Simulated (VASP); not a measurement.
TiPb, 2 atoms in the cell. Symmetry: Pm-3m, No. 221, cubic system. The conventional cell has a = 3.447 Å, b = 3.447 Å, c = 3.447 Å, α = 90.00°, β = 90.00°, γ = 90.00°. Ti (site symmetry m-3m) has 8 Pb at 2.99 Å and 6 Ti at 3.45 Å within 3.9 Å. Pb (site symmetry m-3m) has 8 Ti at 2.99 Å and 6 Pb at 3.45 Å within 3.9 Å. 

```yaml
Program: VASP 6.6.1
Task: single point
Functional: PBEsol
Potentials_or_basis: VASP PAW PBE potentials, release 64 (Ti_sv, Pb_d)
Cutoff: 520 eV
k_mesh: 6 × 6 × 6
Occupations: gaussian, width 0.05 eV
Spin: no spin polarisation
Dipole_correction: no
Further_INCAR_settings: ALGO = Normal; EDIFF = 1e-06; NBANDS = 20
```

Potentials or basis: VASP PAW PBE potentials, release 64 (Ti_sv, Pb_d).

Run with:

```sh
$ cat potpaw_PBE.64/Ti_sv/POTCAR potpaw_PBE.64/Pb_d/POTCAR > POTCAR
$ mpirun -np 1 vasp_std > vasp.out
```

Hardware: 1 thread of Intel(R) Xeon(R) 6975P-C (Granite Rapids) (shared host).

**Question.** Estimate the wall time of this run.

**Answer.** Wall time 7.8 s on 1 thread of Intel(R) Xeon(R) 6975P-C (Granite Rapids), on a shared host, peak memory 0.16 GiB. Counts: scf iterations 14, k points 20.
